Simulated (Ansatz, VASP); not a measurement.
**BiTe: VASP beside Ansatz**

```
Bi Te
1.0
     4.14976    0.00000    0.00000
    -2.07488    3.59380    0.00000
     0.00000    0.00000    4.44051
Bi Te
1 1
Direct
  0.00000 0.00000 0.00000
  0.66667 0.33333 0.50000
```

Alike in both runs: task single point; functional LDA; k mesh 10 × 10 × 8; occupations gaussian, width 0.05 eV; no spin polarisation.

|  | VASP | Ansatz |
| --- | --- | --- |
| version | VASP 6.6.1 | Ansatz 0.2.0 |
| potentials or method | VASP PAW LDA potentials, release 64 (Bi_d, Te), cutoff 500 eV | scalar-relativistic, plane waves, PAW |
| valence electrons in the cell | 21 | 31 |

```csv
,VASP,Ansatz,Ansatz less VASP
gap on the k mesh at the Fermi level (eV),none,none,-
pressure (GPa),-3.6,-3.6,-0.03
"traceless stress, the component that is largest in VASP (GPa)",-0.52,-0.56,-0.042
```

LDA's correlation is that of Perdew and Zunger in VASP and of Perdew and Wang (1992) in Ansatz. A gap of «none» marks a metal or a gap that the smearing closes. VASP's potentials hold 21 valence electrons a cell and Ansatz's 31, so a difference there can come from the potentials and not from the codes.

Neither program's run includes spin-orbit coupling.
